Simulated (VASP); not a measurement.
# Be3OsC2 (Cmmm) in VASP: notebook

Runs on Be3OsC2. Level: PBE. Tasks: single point.

Everything below comes from runs of VASP 6.6.1. Logs are shortened: lines on timing, memory, paths and dates and some standing lists are left out, and cuts for length are marked.

### 1 The cell of the first run

Symmetry: Cmmm, No. 65, orthorhombic system. Conventional cell: a = 4.004 Å, b = 8.131 Å, c = 3.023 Å, α = 90.00°, β = 90.00°, γ = 90.00°. Within 2.6 Å of Be (site symmetry m2m) lie 4 C at 1.86 Å and 4 Be at 2.16 to 2.22 Å and 3 Os at 2.44 to 2.58 Å. Within 2.9 Å of Be (site symmetry mmm) lie 4 Be at 2.22 Å and 4 C at 2.27 Å and 4 Os at 2.51 Å. Os (site symmetry mmm) has 10 Be at 2.44 to 2.58 Å and 8 C at 2.72 Å and 2 Os at 3.02 Å within 3.2 Å. Within 2.5 Å of C (site symmetry 2/m) lie 6 Be at 1.86 to 2.27 Å and 2 C at 2.00 Å.

The cell was generated, and may not be a known phase.

### 2 Single point, PBE

INCAR

```
PREC = Accurate
ENCUT = 700
EDIFF = 1E-6
ISMEAR = 0
SIGMA = 0.1
LREAL = False
LASPH = True
NELM = 120
ALGO = Normal
ISIF = 2
LWAVE = False
LCHARG = False
GGA = PE
NBANDS = 24
GGA_COMPAT = False
```

KPOINTS

```
Automatic mesh
0
Gamma
  10 10 12
```

POSCAR

```
Be3OsC2
1.0
    2.0019417140     -4.0654067900      0.0000000000
    2.0019417140      4.0654067900      0.0000000000
    0.0000000000      0.0000000000      3.0228369376
Be Os C
3 1 2
Direct
    0.2002253622      0.7997746378      0.0000000000
    0.7997746378      0.2002253622      0.0000000000
    0.0000000000      0.0000000000      0.5000000000
    0.5000000000      0.5000000000      0.0000000000
    0.0000000000      0.5000000000      0.5000000000
    0.5000000000      0.0000000000      0.5000000000
```

Potentials or basis: VASP PAW PBE potentials, release 64 (Be, Os_sv_GW, C).

Started as:

```
$ cat potpaw_PBE.64/Be/POTCAR potpaw_PBE.64/Os_sv_GW/POTCAR potpaw_PBE.64/C/POTCAR > POTCAR
$ mpirun -np 1 vasp_std > vasp.out
```

OUTCAR:

```text
PREC = Accurate
   ENCUT = 700
   EDIFF = 1E-6
   ISMEAR = 0
   LREAL = False
   LASPH = True
   NELM = 120
   ISIF = 2
   GGA = PE

 ion  position               nearest neighbor table
   1  0.200  0.800  0.000-   5 1.86   6 1.86   5 1.86   6 1.86   2 2.16   2 2.16   3 2.22   3 2.22
                             4 2.44   4 2.58   4 2.58
   2  0.800  0.200  0.000-   5 1.86   6 1.86   5 1.86   6 1.86   1 2.16   1 2.16   3 2.22   3 2.22
                             4 2.44   4 2.58   4 2.58
   3  0.000  0.000  0.500-   1 2.22   2 2.22   1 2.22   2 2.22   4 2.51   4 2.51   4 2.51   4 2.51

   4  0.500  0.500  0.000-   1 2.44   2 2.44   3 2.51   3 2.51   3 2.51   3 2.51   1 2.58   2 2.58
                             1 2.58   2 2.58
   5  0.000  0.500  0.500-   1 1.86   2 1.86   1 1.86   2 1.86   6 2.00   6 2.00
   6  0.500  0.000  0.500-   1 1.86   2 1.86   1 1.86   2 1.86   5 2.00   5 2.00

  LATTYP: Found a base centered orthorhombic cell.
 ALAT       =     4.0038834280
 B/A-ratio  =     2.0307318448
 C/A-ratio  =     0.7549762604

  Lattice vectors:

 A1 = (   2.0019417140,  -4.0654067900,   0.0000000000)
 A2 = (   2.0019417140,   4.0654067900,   0.0000000000)
 A3 = (   0.0000000000,   0.0000000000,   3.0228369376)

Analysis of symmetry for initial positions (statically):
=====================================================================
 Subroutine PRICEL returns:
 Original cell was already a primitive cell.

 Routine SETGRP: Setting up the symmetry group for a
 base centered orthorhombic supercell.

 Subroutine GETGRP returns: Found  8 space group operations
 (whereof  8 operations were pure point group operations)
 out of a pool of  8 trial point group operations.

The static configuration has the point symmetry D_2h.

Analysis of symmetry for dynamics (positions and initial velocities):
=====================================================================
 Subroutine PRICEL returns:
 Original cell was already a primitive cell.

 Routine SETGRP: Setting up the symmetry group for a
 base centered orthorhombic supercell.

 Subroutine GETGRP returns: Found  8 space group operations
 (whereof  8 operations were pure point group operations)
 out of a pool of  8 trial point group operations.

The dynamic configuration has the point symmetry D_2h.

 Subroutine INISYM returns: Found  8 space group operations
 (whereof  8 operations are pure point group operations),
 and found     1 'primitive' translations

[... 102 lines left out ...]
   EDIFF  = 0.1E-05   stopping-criterion for ELM
   LREAL  =      F    real-space projection
   EDIFFG = 0.1E-04   stopping-criterion for IOM
   NSW    =      0    number of steps for IOM
   IBRION =     -1    ionic relax: 0-MD 1-quasi-New 2-CG
   NFREE  =      0    steps in history (QN), initial steepest desc. (CG)
   ISIF   =      2    stress and relaxation
   ISYM   =      2    0-nonsym 1-usesym 2-fastsym
   POTIM  = 0.5000    time-step for ionic-motion
   TEBEG  =    0.0;   TEEND  =   0.0 temperature during run
   PSTRESS=    0.0 pullay stress
   NELECT =      30.0000    total number of electrons
   NUPDOWN=      -1.0000    fix difference up-down
   EMIN   =  10.00;   EMAX   =-10.00  energy-range for DOS
   EFERMI =   0.00;   METHOD = LEGACY
   ISMEAR =     0;   SIGMA  =   0.10  broadening in eV -4-tet -1-fermi 0-gaus
   EFERMI_NEDOS =   21; number of points for ismear=-14 and -15
   IALGO  =     38    algorithm
   IMIX   =      4    mixing-type and parameters
     AMIX     =   0.40;   BMIX     =  1.00
     AMIX_MAG =   1.60;   BMIX_MAG =  1.00
  volume/ion in A,a.u.               =       8.20        55.34
  Fermi-wavevector in a.u.,A,eV,Ry     =   1.388189  2.623296 26.219353  1.927068
  Thomas-Fermi vector in A             =   2.512339
   LORBIT       =      0    0 simple, 1 ext, 2 COOP (PROOUT), +10 PAW based schemes
   GGA     = PE    functional components
   LHFCALC =     F    Hartree Fock is set to
   AEXX    =    0.0000 exact exchange contribution
   IVDW    =     0    specifies the selected vdW correction
   LEPSILON=     F    determine dielectric tensor
   LRPA    =     F    only Hartree local field effects (RPA)
 non-spin polarized calculation
 Gauss-broadening in eV      SIGMA  =   0.10
  energy-cutoff  :      700.00
  volume of cell :       49.20
 maximum number of plane-waves:      2098
   NGX = 19   NGY = 19   NGZ = 13

 number of electron      30.0000000 magnetization

 Free energy of the ion-electron system (eV)
  ---------------------------------------------------
  ext. energy  EPLUGINS =         0.00000000
  ---------------------------------------------------
  free energy    TOTEN  =       -36.07435764 eV

  energy without entropy =      -36.06420977  energy(sigma->0) =      -36.06928370

 E-fermi :   9.8771     XC(G=0): -12.4539

 val. band max:        9.8767883250   @ k =  -0.4000   0.1000   0.1667
 cond. band min:       9.8805016460   @ k =   0.3000   0.3000   0.1667
 fundamental gap:      0.0037133210
 Fermi energy:         9.8770848769

 k-point     1 :       0.0000    0.0000    0.0000
  band No.  band energies     occupation
      1     -76.3157      2.00000
      2     -35.8069      2.00000
      3     -35.6650      2.00000
      4     -35.6160      2.00000
      5      -6.3853      2.00000
      6      -0.0588      2.00000
[... 637 lines left out ...]
     23      16.0224      0.00000
     24      19.9661      0.00000

 [... further k-points ...]

------------------------ aborting loop because EDIFF is reached ----------------------------------------

  FORCE on cell =-STRESS in cart. coord.  units (eV):
  Direction    XX          YY          ZZ          XY          YZ          ZX
  --------------------------------------------------------------------------------------
  -------------------------------------------------------------------------------------
  Total        0.0180106     -0.0176925      0.0456075      0.0000000      0.0000000      0.0000000
  in kB        0.5864588     -0.5761023      1.4850706      0.0000000      0.0000000      0.0000000
  external PRESSURE =       0.4984757 kB  Pullay stress =       0.0000000 kB

 VOLUME and BASIS-vectors are now :
 -----------------------------------------------------------------------------
  energy-cutoff  :      700.00
  volume of cell :       49.20
      direct lattice vectors                 reciprocal lattice vectors
     2.001941714 -4.065406790  0.000000000     0.249757521 -0.122988922  0.000000000
     2.001941714  4.065406790  0.000000000     0.249757521  0.122988922  0.000000000
     0.000000000  0.000000000  3.022836938     0.000000000  0.000000000  0.330815066

 POSITION                                       TOTAL-FORCE (eV/Angst)
 -----------------------------------------------------------------------------------
      2.00194      2.43741      0.00000         0.000000      0.007132      0.000000
      2.00194     -2.43741      0.00000         0.000000     -0.007132     -0.000000
      0.00000      0.00000      1.51142         0.000000     -0.000000     -0.000000
      2.00194      0.00000      0.00000        -0.000000      0.000000     -0.000000
      1.00097      2.03270      1.51142         0.000000      0.000000     -0.000000
      1.00097     -2.03270      1.51142         0.000000      0.000000     -0.000000
 -----------------------------------------------------------------------------------
    total drift:                               -0.000000     -0.000000     -0.000000

  FREE ENERGIE OF THE ION-ELECTRON SYSTEM (eV)
  ---------------------------------------------------
  free  energy   TOTEN  =       -36.0743576350 eV

  energy  without entropy=      -36.0642097671  energy(sigma->0) =      -36.06928370
```

stdout:

```text
POSCAR found type information on POSCAR BeOsC
 POSCAR found :  3 types and       6 ions
 scaLAPACK will be used
 LDA part: xc-table for (Slater+PW92), standard interpolation
 POSCAR, INCAR and KPOINTS ok, starting setup
 FFT: planning ... GRIDC
 FFT: planning ... GRID_SOFT
 FFT: planning ... GRID
 WAVECAR not read
 entering main loop
```

It took 5.9 min on 1 thread of Intel Xeon Platinum 8259CL at 2.50GHz (Skylake/Cascade Lake), shared host; peak memory 0.51 GiB.

What came out:

```yaml
Free_energy: -36.0744 eV
Pressure: 0.0 GPa
Largest_force: 0.007 eV/Å
Band_gap_on_the_k_mesh: zero (bands 15 and 16 overlap by 1.88 eV)
```

Forces on the atoms (eV/Å):
```
Be   0.000  0.007  0.000
Be   0.000 -0.007  0.000
Be   0.000  0.000  0.000
Os   0.000  0.000  0.000
C    0.000  0.000  0.000
C    0.000  0.000  0.000
```

Stress tensor (GPa, compression positive):
```
 0.06  0.00  0.00
 0.00 -0.06  0.00
 0.00  0.00  0.15
```

Caveat: spin-orbit coupling is left out, which moves the levels of the heavy elements.

### 3 Single point, PBE, collinear spin

This run uses another cell than the first one, of 8.11 Å³/atom.

INCAR

```
PREC     = Accurate       # precision mode
ENCUT    = 700            # plane-wave cutoff, eV
EDIFF    = 1E-6           # SCF threshold, eV
ISMEAR   = 0              # smearing method
SIGMA    = 0.1            # smearing width, eV
LREAL    = F              # projectors in reciprocal space
LASPH    = T              # aspherical terms in the spheres
NELM     = 200            # most SCF steps
ALGO     = Normal         # electronic algorithm
ISIF     = 2              # what is computed and relaxed
LWAVE    = F              # write WAVECAR
LCHARG   = F              # write CHGCAR
ISPIN    = 2              # spin polarisation
MAGMOM   = 0 0 0 1 0 0    # initial moments
LORBIT   = 11             # projections on sites
LMAXMIX  = 4              # l up to which the mixer works
GGA      = PE             # functional
NBANDS   = 28             # bands
GGA_COMPAT= F
```

KPOINTS

```
Automatic mesh
0
Gamma
  4 4 6
```

POSCAR

```
Be3OsC2
1.0
    2.1677748303     -3.7853776499      0.0000000000
    2.1677748303      3.7853776499      0.0000000000
    0.0000000000      0.0000000000      2.9661825368
Be Os C
3 1 2
Direct
    0.1960627724      0.8039372276      0.0000000000
    0.8039372276      0.1960627724      0.0000000000
    0.0000000000      0.0000000000      0.5000000000
    0.5000000000      0.5000000000      0.0000000000
    0.0000000000      0.5000000000      0.5000000000
    0.5000000000      0.0000000000      0.5000000000
```

Potentials or basis: VASP PAW PBE potentials, release 64 (Be, Os_sv_GW, C).

Started as:

```
$ cat potpaw_PBE.64/Be/POTCAR potpaw_PBE.64/Os_sv_GW/POTCAR potpaw_PBE.64/C/POTCAR > POTCAR
$ mpirun -np 1 vasp_std > vasp.out
```

Run time: 67 s. Hardware: 1 thread of Intel Xeon 6975P-C (Granite Rapids), shared host; peak memory 0.29 GiB.

The run converged. Its results:

```yaml
Free_energy: -35.9198 eV
Pressure: -0.1 GPa
Largest_force: 0.006 eV/Å
Band_gap_on_the_k_mesh: zero (filled and empty bands overlap)
Net_moment: 0.00 μB per cell
Valence_electrons_inside_the_program's_atomic_spheres: Be 1.29, 1.02 (each value once); Os 14.65; C 2.28
```

Forces on the atoms (eV/Å):
```
Be   0.000  0.006  0.000
Be   0.000 -0.006  0.000
Be   0.000  0.000  0.000
Os   0.000  0.000  0.000
C    0.000  0.000  0.000
C    0.000  0.000  0.000
```

Stress tensor (GPa, compression positive):
```
-0.15  0.00  0.00
 0.00 -0.07  0.00
 0.00  0.00 -0.04
```

Levels at points of the mesh, in eV from the Fermi level:
Spin up:
| k point | band 11 | band 12 | band 13 | band 14 | band 15 | band 16 | band 17 | band 18 | band 19 | band 20 |
| --- | --- | --- | --- | --- | --- | --- | --- | --- | --- | --- |
| (0.00, 0.00, 0.00) | -4.38 | -4.29 | -0.99 | -0.81 | -0.54 | -0.38 | 0.23 | 3.56 | 4.35 | 5.98 |
| (0.50, 0.00, 0.00) | -3.86 | -2.66 | -1.64 | -1.51 | -1.21 | 0.41 | 0.62 | 1.07 | 3.70 | 5.34 |
| (0.50, 0.50, 0.00) | -3.96 | -1.95 | -1.79 | 0.94 | 1.36 | 1.62 | 2.07 | 2.36 | 2.66 | 4.16 |
| (0.00, 0.00, 0.50) | -5.66 | -5.32 | 0.87 | 1.08 | 1.15 | 1.38 | 2.33 | 2.45 | 3.07 | 3.69 |
| (0.50, 0.00, 0.50) | -3.73 | -3.07 | -2.28 | -2.04 | -0.76 | -0.30 | 1.14 | 2.96 | 3.85 | 4.05 |
| (0.50, 0.50, 0.50) | -5.83 | -3.49 | -2.27 | -1.98 | -1.48 | -0.40 | 2.02 | 5.23 | 5.31 | 5.31 |
Spin down:
| k point | band 11 | band 12 | band 13 | band 14 | band 15 | band 16 | band 17 | band 18 | band 19 | band 20 |
| --- | --- | --- | --- | --- | --- | --- | --- | --- | --- | --- |
| (0.00, 0.00, 0.00) | -4.38 | -4.29 | -1.00 | -0.81 | -0.54 | -0.38 | 0.23 | 3.56 | 4.35 | 5.98 |
| (0.50, 0.00, 0.00) | -3.86 | -2.66 | -1.64 | -1.51 | -1.21 | 0.41 | 0.62 | 1.07 | 3.70 | 5.34 |
| (0.50, 0.50, 0.00) | -3.96 | -1.95 | -1.79 | 0.94 | 1.36 | 1.62 | 2.07 | 2.36 | 2.66 | 4.16 |
| (0.00, 0.00, 0.50) | -5.66 | -5.32 | 0.87 | 1.08 | 1.15 | 1.38 | 2.33 | 2.45 | 3.07 | 3.69 |
| (0.50, 0.00, 0.50) | -3.73 | -3.07 | -2.28 | -2.04 | -0.76 | -0.30 | 1.14 | 2.96 | 3.85 | 4.05 |
| (0.50, 0.50, 0.50) | -5.83 | -3.49 | -2.27 | -1.98 | -1.48 | -0.40 | 2.02 | 5.23 | 5.31 | 5.31 |

Caveat: the k points lie up to 0.42 Å⁻¹ apart, too coarse for converged energies and pressures of a metal; spin-orbit coupling is left out, which moves the levels of the heavy elements.

The gap in the log of VASP goes by the Fermi energy; the results here count the filled bands.